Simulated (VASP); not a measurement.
# Sb (Im-3m) in VASP: further runs, part 2 of 2

VASP 6.6.1.

### 3 Single point, LDA

This run uses another cell than the first one, of 25.51 Å³/atom, 1.197 times its volume.

The input, INCAR:

```
PREC = Accurate
ENCUT = 500
EDIFF = 1E-6
ISMEAR = -1
SIGMA = 0.1
LREAL = F
LASPH = T
NELM = 120
ALGO = Normal
ISIF = 2
LWAVE = F
LCHARG = F
GGA = CA
NBANDS = 8
GGA_COMPAT = F
```

The input, KPOINTS:

```
regular mesh
0
Gamma
  9 9 9
```

The input, POSCAR:

```
Sb
1.0
   -1.8543450290      1.8543450290      1.8543450290
    1.8543450290     -1.8543450290      1.8543450290
    1.8543450290      1.8543450290     -1.8543450290
Sb
1
Direct
    0.0000000000      0.0000000000      0.0000000000
```

Potentials or basis: VASP PAW LDA potentials, release 64 (Sb).

Started as:

```
$ cat potpaw_LDA.64/Sb/POTCAR > POTCAR
$ mpirun -np 1 vasp_std > vasp.out
```

OUTCAR:

```text
PREC = Accurate
   ENCUT = 500
   EDIFF = 1E-6
   ISMEAR = -1
   LREAL = F
   LASPH = T
   NELM = 120
   ISIF = 2
   GGA = CA

 ion  position               nearest neighbor table
   1  0.000  0.000  0.000-

  LATTYP: Found a body centered cubic cell.
 ALAT       =     3.7086900580

  Lattice vectors:

 A1 = (  -1.8543450290,   1.8543450290,   1.8543450290)
 A2 = (   1.8543450290,  -1.8543450290,   1.8543450290)
 A3 = (   1.8543450290,   1.8543450290,  -1.8543450290)

Analysis of symmetry for initial positions (statically):
=====================================================================
 Subroutine PRICEL returns:
 Original cell was already a primitive cell.

 Routine SETGRP: Setting up the symmetry group for a
 body centered cubic supercell.

 Subroutine GETGRP returns: Found 48 space group operations
 (whereof 48 operations were pure point group operations)
 out of a pool of 48 trial point group operations.

The static configuration has the point symmetry O_h .

Analysis of symmetry for dynamics (positions and initial velocities):
=====================================================================
 Subroutine PRICEL returns:
 Original cell was already a primitive cell.

 Routine SETGRP: Setting up the symmetry group for a
 body centered cubic supercell.

 Subroutine GETGRP returns: Found 48 space group operations
 (whereof 48 operations were pure point group operations)
 out of a pool of 48 trial point group operations.

The dynamic configuration has the point symmetry O_h .

 Subroutine INISYM returns: Found 48 space group operations
 (whereof 48 operations are pure point group operations),
 and found     1 'primitive' translations

----------------------------------------------------------------------------------------

                                     Primitive cell

  volume of cell :      25.5054
[... 106 lines left out ...]
     AMIX     =   0.40;   BMIX     =  1.00
     AMIX_MAG =   1.60;   BMIX_MAG =  1.00
  volume/ion in A,a.u.               =      25.51       172.12
  Fermi-wavevector in a.u.,A,eV,Ry     =   0.951016  1.797159 12.305525  0.904431
  Thomas-Fermi vector in A             =   2.079446
   LORBIT       =      0    0 simple, 1 ext, 2 COOP (PROOUT), +10 PAW based schemes
   GGA     = CA    functional components
   LHFCALC =     F    Hartree Fock is set to
   AEXX    =    0.0000 exact exchange contribution
   IVDW    =     0    specifies the selected vdW correction
   LEPSILON=     F    determine dielectric tensor
   LRPA    =     F    only Hartree local field effects (RPA)
 non-spin polarized calculation
  energy-cutoff  :      500.00
  volume of cell :       25.51
 maximum number of plane-waves:       664
   NGX = 11   NGY = 11   NGZ = 11

 number of electron       4.9999999 magnetization

 Free energy of the ion-electron system (eV)
  ---------------------------------------------------
  ext. energy  EPLUGINS =         0.00000000
  ---------------------------------------------------
  free energy    TOTEN  =        -4.65137248 eV

  energy without entropy =       -4.63811134  energy(sigma->0) =       -4.64474191

 E-fermi :   9.1511     XC(G=0): -10.6036

 val. band max:        9.0448337166   @ k =   0.3333   0.2222   0.1111
 cond. band min:       9.3423889461   @ k =  -0.3333   0.3333   0.2222
 fundamental gap:      0.2975552294
 Fermi energy:         9.1510668319

 k-point     1 :       0.0000    0.0000    0.0000
  band No.  band energies     occupation
      1      -4.2265      2.00000
      2      14.8882      0.00000
      3      14.8882      0.00000
      4      14.8882      0.00000
      5      19.5592      0.00000
      6      19.5592      0.00000
      7      19.5592      0.00000
      8      20.9798      0.00000
[... 243 lines left out ...]
 k-point    24 :      -0.4444   -0.4444    0.1111
  band No.  band energies     occupation
      1       0.7265      2.00000
      2       3.9244      2.00000
      3       8.0017      1.99998
      4      12.1691      0.00000
      5      16.5374      0.00000
      6      18.1967      0.00000
      7      19.2241      0.00000
      8      21.0150      0.00000

 [... further k-points ...]

------------------------ aborting loop because EDIFF is reached ----------------------------------------

  FORCE on cell =-STRESS in cart. coord.  units (eV):
  Direction    XX          YY          ZZ          XY          YZ          ZX
  --------------------------------------------------------------------------------------
  -------------------------------------------------------------------------------------
  Total        0.0253696      0.0253696      0.0253696     -0.0000000     -0.0000000      0.0000000
  in kB        1.5936498      1.5936498      1.5936498     -0.0000000     -0.0000000      0.0000000
  external PRESSURE =       1.5936498 kB  Pullay stress =       0.0000000 kB

 VOLUME and BASIS-vectors are now :
 -----------------------------------------------------------------------------
  energy-cutoff  :      500.00
  volume of cell :       25.51
      direct lattice vectors                 reciprocal lattice vectors
    -1.854345029  1.854345029  1.854345029     0.000000000  0.269636984  0.269636984
     1.854345029 -1.854345029  1.854345029     0.269636984  0.000000000  0.269636984
     1.854345029  1.854345029 -1.854345029     0.269636984  0.269636984  0.000000000

 POSITION                                       TOTAL-FORCE (eV/Angst)
 -----------------------------------------------------------------------------------
      0.00000      0.00000      0.00000        -0.000000      0.000000      0.000000
 -----------------------------------------------------------------------------------
    total drift:                                0.000000      0.000000      0.000000

  FREE ENERGIE OF THE ION-ELECTRON SYSTEM (eV)
  ---------------------------------------------------
  free  energy   TOTEN  =        -4.6513724822 eV

  energy  without entropy=       -4.6381113429  energy(sigma->0) =       -4.64474191
```

OSZICAR:

```text
N       E                     dE             d eps       ncg     rms          rms(c)
DAV:   1     0.409825011032E+01    0.40983E+01   -0.15805E+03   576   0.395E+02
DAV:   2    -0.455709757775E+01   -0.86553E+01   -0.83513E+01   792   0.528E+01
DAV:   3    -0.465731616944E+01   -0.10022E+00   -0.10006E+00   704   0.631E+00
DAV:   4    -0.465763586491E+01   -0.31970E-03   -0.31969E-03   832   0.413E-01
DAV:   5    -0.465763660733E+01   -0.74243E-06   -0.74323E-06   712   0.144E-02    0.202E+00
DAV:   6    -0.465363285399E+01    0.40038E-02   -0.14318E-03   736   0.168E-01    0.117E+00
DAV:   7    -0.465137884588E+01    0.22540E-02   -0.28479E-03   664   0.236E-01    0.399E-02
DAV:   8    -0.465137239681E+01    0.64491E-05   -0.32460E-05   648   0.449E-02    0.589E-03
DAV:   9    -0.465137248223E+01   -0.85419E-07   -0.21603E-07   856   0.416E-03
   1 F= -.46513725E+01 E0= -.46447419E+01  d E =-.132611E-01
```

It took 6.7 s on 1 thread of Intel Xeon 8259CL, shared host; peak memory 0.12 GiB.

What came out:

| Quantity | Value |
| --- | --- |
| Free energy | -4.6514 eV |
| Pressure | 0.2 GPa |

Levels at points of the mesh, in eV from the Fermi level:
```tsv
k point	band 1	band 2	band 3	band 4	band 5	band 6
(0.00, 0.00, 0.00)	-13.38	5.74	5.74	5.74	10.41	10.41
```

Caveat: spin-orbit coupling is left out, which moves the levels of the heavy elements.

### 4 Relaxation of cell and atoms, LDA

This run uses another cell than the first one, of 20.53 Å³/atom, 0.964 times its volume.

The input, INCAR:

```
SYSTEM = Sb
PREC = Accurate
ENCUT = 500
EDIFF = 1E-7
ISMEAR = -1
SIGMA = 0.1
LREAL = .FALSE.
LASPH = .TRUE.
NELM = 120
ALGO = Normal
ISIF = 3
LWAVE = .FALSE.
LCHARG = .FALSE.
GGA = CA
IBRION = 2
NSW = 80
EDIFFG = -0.01
GGA_COMPAT = .FALSE.
NELMIN = 4
```

The input, KPOINTS:

```
regular mesh
0
G
  9 9 9
  0 0 0
```

The input, POSCAR:

```
Sb
1.0
   -1.7250000000      1.7250000000      1.7250000000
    1.7250000000     -1.7250000000      1.7250000000
    1.7250000000      1.7250000000     -1.7250000000
Sb
1
Direct
    0.0000000000      0.0000000000      0.0000000000
```

Started as:

```
$ cat potpaw_LDA.64/Sb/POTCAR > POTCAR
$ mpirun -np 1 vasp_std > vasp.out
```

It took 44 s on 1 thread of Intel Xeon 8259CL, shared host; peak memory 0.13 GiB.

The run converged. Its results:

```yaml
Free_energy: -4.6512 eV
Relaxed_volume: 25.56 Å³/atom
Relaxed_cell: a = 3.214 Å, b = 3.214 Å, c = 3.214 Å, α = 109.47°, β = 109.47°, γ = 109.47°
Space_group_after_relaxing_to_0.05_Å: Im-3m (No. 229)
Energy_gained_by_relaxing: 347.5 meV/atom
Ionic_steps: 19
Pressure_after_relaxing: 0.0 GPa
```

Step by step:
| step | energy change (eV) | largest force (eV/Å) | pressure (GPa) | volume (Å³) |
| --- | --- | --- | --- | --- |
| 1 | 0.0000 | 0.0000 | 26.82 | 20.53 |
| 2 | -0.0671 | 0.0000 | -10.12 | 32.53 |
| 3 | -0.3471 | 0.0000 | -0.60 | 25.77 |
| 4 | -0.3475 | 0.0000 | -0.16 | 25.61 |
| 5 | -0.3475 | 0.0000 | 0.17 | 25.50 |
| 6 | -0.3475 | 0.0000 | 0.17 | 25.50 |
| 7 | -0.3475 | 0.0000 | 0.16 | 25.51 |
| 8 | -0.3475 | 0.0000 | 0.16 | 25.51 |
| 9 | -0.3475 | 0.0000 | 0.16 | 25.51 |
| 10 | -0.3475 | 0.0000 | 0.16 | 25.51 |
| 11 | -0.3475 | 0.0000 | 0.16 | 25.51 |
| 12 | -0.3475 | 0.0000 | 0.16 | 25.51 |
| 13 | -0.3475 | 0.0000 | 0.16 | 25.51 |
| 14 | -0.3475 | 0.0000 | 0.16 | 25.51 |
| 15 | -0.3475 | 0.0000 | 0.15 | 25.51 |
| 16 | -0.3475 | 0.0000 | 0.14 | 25.51 |
| 17 | -0.3475 | 0.0000 | 0.12 | 25.52 |
| 18 | -0.3475 | 0.0000 | 0.08 | 25.53 |
| 19 | -0.3475 | 0.0000 | 0.00 | 25.56 |

Final structure:
```
Sb
1.0
    -1.85569    1.85569    1.85569
     1.85569   -1.85569    1.85569
     1.85569    1.85569   -1.85569
Sb
1
Cartesian
  0.0000 0.0000 0.0000
```

Levels at points of the mesh, in eV from the Fermi level:
| k point | band 1 | band 2 | band 3 | band 4 | band 5 | band 6 |
| --- | --- | --- | --- | --- | --- | --- |
| (0.00, 0.00, 0.00) | -13.36 | 5.72 | 5.72 | 5.72 | 10.40 | 10.40 |

Caveat: the volume moved by over 15 % at a fixed basis, so the end points are rough; spin-orbit coupling is left out, which moves the levels of the heavy elements; the volume moved by +24 % from the deposited cell, more than functionals usually miss.

### 5 Relaxation of cell and atoms, LDA, target pressure 20 GPa, at which the enthalpy is minimised

This run uses another cell than the first one, of 20.53 Å³/atom, 0.964 times its volume.

The input, INCAR:

```
PREC     = Accurate       # precision mode
ENCUT    = 500            # plane-wave cutoff, eV
EDIFF    = 1E-7           # SCF threshold, eV
ISMEAR   = -1             # smearing method
SIGMA    = 0.1            # smearing width, eV
LREAL    = False          # projectors in reciprocal space
LASPH    = True           # aspherical terms in the spheres
NELM     = 120            # most SCF steps
ALGO     = Normal         # electronic algorithm
ISIF     = 3              # what is computed and relaxed
LWAVE    = False          # write WAVECAR
LCHARG   = False          # write CHGCAR
GGA      = CA             # functional
IBRION   = 2              # ionic algorithm
NSW      = 80             # ionic steps
EDIFFG   = -0.01          # ionic threshold
PSTRESS  = 200.0        
GGA_COMPAT= False        
NELMIN   = 4
```

The input, KPOINTS:

```
Automatic mesh
0
Gamma
  9 9 9
```

POSCAR is that of step 4.

Potentials or basis: VASP PAW LDA potentials, release 64 (Sb).

Started as:

```
$ cat potpaw_LDA.64/Sb/POTCAR > POTCAR
$ mpirun -np 1 vasp_std > vasp.out
```

OUTCAR:

```text
PREC = Accurate
   ENCUT = 500
   EDIFF = 1E-7
   ISMEAR = -1
   LREAL = False
   LASPH = True
   NELM = 120
   ISIF = 3
   GGA = CA
   IBRION = 2
   NSW = 80
   EDIFFG = -0.01
   PSTRESS = 200.0
   NELMIN = 4

 ion  position               nearest neighbor table
   1  0.000  0.000  0.000-

  LATTYP: Found a body centered cubic cell.
 ALAT       =     3.4500000000

  Lattice vectors:

 A1 = (  -1.7250000000,   1.7250000000,   1.7250000000)
 A2 = (   1.7250000000,  -1.7250000000,   1.7250000000)
 A3 = (   1.7250000000,   1.7250000000,  -1.7250000000)

Analysis of symmetry for initial positions (statically):
=====================================================================
 Subroutine PRICEL returns:
[... 287 lines left out ...]
  free energy    TOTEN  =        -4.42832858 eV

  energy without entropy =       -4.41335883  energy(sigma->0) =       -4.42084370

 E-fermi :  11.7967     XC(G=0): -11.3861

 val. band max:       11.5051580453   @ k =  -0.4444   0.4444   0.3333
 cond. band min:      11.8093467545   @ k =  -0.4444  -0.4444   0.3333
 fundamental gap:      0.3041887091
 Fermi energy:        11.7966615067

 k-point     1 :       0.0000    0.0000    0.0000
  band No.  band energies     occupation
      1      -3.1840      2.00000
      2      19.1441      0.00000
      3      19.1441      0.00000
      4      19.1441      0.00000
      5      22.8533      0.00000
      6      22.8533      0.00000
[... 199 lines left out ...]
 k-point    24 :      -0.4444   -0.4444    0.1111
  band No.  band energies     occupation
      1       3.1345      2.00000
      2       5.4746      2.00000
      3      10.4272      2.00000
      4      15.5242      0.00000
      5      19.7000      0.00000
      6      21.6559      0.00000

 [... further k-points ...]

------------------------ aborting loop because EDIFF is reached ----------------------------------------

  FORCE on cell =-STRESS in cart. coord.  units (eV):
  Direction    XX          YY          ZZ          XY          YZ          ZX
  --------------------------------------------------------------------------------------
  -------------------------------------------------------------------------------------
  Total        2.6687799      2.6687799      2.6687799      0.0000000      0.0000000     -0.0000000
  in kB      199.9075191    199.9075191    199.9075191      0.0000000      0.0000000     -0.0000000
  external PRESSURE =      -0.0924809 kB  Pullay stress =     200.0000000 kB
[... 20 lines left out ...]
  energy  without entropy=       -4.4133588301  energy(sigma->0) =       -4.42084370

  enthalpy is  TOTEN    =        -1.7583140487 eV   P V=        2.6700145270

 reached required accuracy - stopping structural energy minimisation
```

OSZICAR:

```text
N       E                     dE             d eps       ncg     rms          rms(c)
DAV:   1     0.953746513408E+01    0.95375E+01   -0.17530E+03   420   0.542E+02
DAV:   2    -0.413646858525E+01   -0.13674E+02   -0.13102E+02   588   0.824E+01
DAV:   3    -0.431658213930E+01   -0.18011E+00   -0.17976E+00   516   0.105E+01
DAV:   4    -0.431716389684E+01   -0.58176E-03   -0.58174E-03   582   0.794E-01
[... 24 lines left out ...]
       N       E                     dE             d eps       ncg     rms          rms(c)
DAV:   1    -0.442833552754E+01    0.30159E-02   -0.23023E-04   480   0.942E-02    0.151E-02
DAV:   2    -0.442833101513E+01    0.45124E-05   -0.33200E-06   426   0.160E-02    0.804E-03
DAV:   3    -0.442832858298E+01    0.24322E-05   -0.37815E-06   438   0.120E-02    0.244E-03
DAV:   4    -0.442832857564E+01    0.73406E-08   -0.22053E-08   294   0.160E-03
   4 F= -.17583140E+01 E0= -.17508292E+01  d E =-.176096E-01
```

CONTCAR:

```text
Sb
   1.00000000000000
    -1.7486842825895217    1.7486842825895217    1.7486842825895217
     1.7486842825895217   -1.7486842825895217    1.7486842825895217
     1.7486842825895217    1.7486842825895217   -1.7486842825895217
  Sb
     1
Direct
     0.0000000000000000    0.0000000000000000    0.0000000000000000

  0.00000000E+00  0.00000000E+00  0.00000000E+00
```

Wall time 14 s (1 thread of Intel Xeon 8259CL, shared host); peak memory 0.13 GiB.

What came out:

```yaml
Free_energy: -4.4283 eV
Relaxed_volume: 21.39 Å³/atom
Relaxed_cell: a = 3.029 Å, b = 3.029 Å, c = 3.029 Å, α = 109.47°, β = 109.47°, γ = 109.47°
Space_group_after_relaxing_to_0.05_Å: Im-3m (No. 229)
Energy_change_on_relaxing_the_enthalpy_is_what_falls: -124.6 meV/atom
Ionic_steps: 4
Pressure_after_relaxing: 20.0 GPa
```

Step by step:
```
step  energy change (eV)  largest force (eV/Å)  pressure (GPa)  volume (Å³)
   1              0.0000                0.0000           26.82        20.53
   2             -0.2878                0.0000            8.98        23.24
   3             -0.1277                0.0000           19.82        21.41
   4             -0.1246                0.0000           19.99        21.39
```

Final structure:
```
Sb
1.0
    -1.74868    1.74868    1.74868
     1.74868   -1.74868    1.74868
     1.74868    1.74868   -1.74868
Sb
1
Direct
  0.00000 0.00000 0.00000
```

Caveat: the cell is relaxed towards a set pressure, so the enthalpy falls and the energy may rise; spin-orbit coupling is left out, which moves the levels of the heavy elements.

### 6 The runs side by side

| task | cell | gap on the mesh (eV) | pressure (GPa) |
| --- | --- | --- | --- |
| single point | a = 3.025 Å, angles 109.5°, 1 atom | none | 20.6 |
| single point | a = 3.212 Å, angles 109.5°, 1 atom | none | 0.2 |
| relaxation of cell and atoms | relaxed from a = 2.988 Å, angles 109.5°, 1 atom | none | 0.0 |
| relaxation of cell and atoms | relaxed to 20 GPa from a = 2.988 Å, angles 109.5°, 1 atom | none | 20.0 |

Alike in all rows: level LDA; potentials or basis VASP PAW LDA potentials, release 64 (Sb); no spin polarisation; k mesh 9 × 9 × 9; cutoff (eV) 500; smearing fermi-dirac 0.1 eV.

Caveats: spin-orbit coupling is left out, which moves the levels of the heavy elements; the volume moved by over 15 % at a fixed basis, so the end points are rough (some runs); the volume moved by +24 % from the deposited cell, more than functionals usually miss (some runs); the cell is relaxed towards a set pressure, so the enthalpy falls and the energy may rise (some runs).

Total energies depend on the potentials used, so only differences within one code and one set of settings carry meaning.
